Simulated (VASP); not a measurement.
Crystal: Sb.

```
Sb
1.0
     3.35453    0.00000    0.00000
    -1.67727    2.90511    0.00000
     0.00000    0.00000    5.47016
Sb
2
Direct
  0.66667 0.33333 0.75000
  0.33333 0.66667 0.25000
```

```yaml
Program: VASP 6.6.1
Task: relaxation of cell and atoms
Functional: PBE0
Potentials_or_basis: VASP PAW PBE potentials, release 64 (Sb)
Cutoff: 600 eV
k_mesh: 5 × 5 × 3
Occupations: fermi-dirac, width 0.05 eV
Spin: no spin polarisation
```

At the start: pressure -3.4 GPa; volume 26.65 Å³/atom.

**Question.** How do energy, volume and symmetry change on relaxing?

**Answer.** Over 5 steps the energy falls by 24.8 meV/atom and the volume is 25.37 Å³/atom (-4.8 %); space group P6_3/mmc (No. 194, to 0.05 Å).

Step by step:
```csv
step,energy change (eV),largest force (eV/Å),pressure (GPa),volume (Å³)
1,0.0000,0.0000,-3.36,53.31
2,-0.0269,0.0000,2.81,49.08
3,-0.0496,0.0000,0.02,50.68
4,-0.0496,0.0000,0.09,50.63
5,-0.0496,0.0000,-0.05,50.73
```

Final structure:
```
Sb
1.0
     3.26716    0.00000    0.00000
    -1.63358    2.82944    0.00000
     0.00000    0.00000    5.48783
Sb
2
Direct
  0.66667 0.33333 0.75000
  0.33333 0.66667 0.25000
```

Caveat: the k points lie up to 0.44 Å⁻¹ apart in the final cell; the PAW data sets were made with another functional, which shifts forces and pressure a little.
